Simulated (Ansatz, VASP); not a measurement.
One calculation of BN, two programs

POSCAR

```
BN
1.0
    0.0000000000      1.8048254497      1.8048254497
    1.8048254497      0.0000000000      1.8048254497
    1.8048254497      1.8048254497      0.0000000000
B N
1 1
Direct
    0.0000000000      0.0000000000      0.0000000000
    0.2500000000      0.2500000000      0.2500000000
```

Contents of INCAR.step1:

```
SYSTEM = BN
ALGO = Normal ; EDIFF = 1E-5
ENCUT = 1460 ; GGA = PE
GGA_COMPAT = .FALSE. ; ISMEAR = 0
LASPH = .TRUE. ; LCHARG = .FALSE.
LREAL = .FALSE. ; LWAVE = .TRUE.
NBANDS = 11 ; NELM = 120
PREC = Accurate ; SIGMA = 0.05
```

File INCAR.step2:

```
SYSTEM = BN
ALGO = Normal ; EDIFF = 1E-6
ENCUT = 1460 ; GGA_COMPAT = .FALSE.
ISIF = 2 ; ISMEAR = 0
ISTART = 1 ; LASPH = .TRUE.
LCHARG = .TRUE. ; LELF = .TRUE.
LMIXTAU = .TRUE. ; LREAL = .FALSE.
LVHAR = .TRUE. ; LWAVE = .FALSE.
METAGGA = R2SCAN ; NBANDS = 11
NELM = 120 ; PREC = Accurate
SIGMA = 0.05
```

File KPOINTS:

```
k-points
0
G
  8 8 8
  0 0 0
```

Input for Ansatz:

```yaml
crystal:
  lattice:
    - [0.0, 1.8048254497, 1.8048254497]
    - [1.8048254497, 0.0, 1.8048254497]
    - [1.8048254497, 1.8048254497, 0.0]
  atoms:
    - { symbol: B, position: [0.0, 0.0, 0.0] }
    - { symbol: "N", position: [0.25, 0.25, 0.25] }
kpoints:
  mp_grid: { grid: [8, 8, 8] }
hamiltonian:
  xc: r2scan
scf:
  occupations: { method: gaussian, width: 0.05 }
  n_extra_bands: 4
output:
  forces: true
  stress: true
  eigenvalues: true
```

Alike in both runs: task single point; functional r2SCAN; k mesh 8 × 8 × 8; occupations gaussian, width 0.05 eV; no spin polarisation.

|  | VASP | Ansatz |
| --- | --- | --- |
| version | VASP 6.6.1 | Ansatz 0.2.0 |
| potentials or method | VASP PAW PBE potentials, release 64 (B_h, N_h) | plane waves |
| plane-wave cutoff (eV) | 1460 | 500 |
| valence electrons in the cell | 8 | 8 |

```csv
,VASP,Ansatz,Ansatz less VASP
gap on the k mesh at the Fermi level (eV),5.00,5.00,+0.005
pressure (GPa),-0.4,0.0,+0.46
```

VASP's potentials were made for PBE, not for r2SCAN.
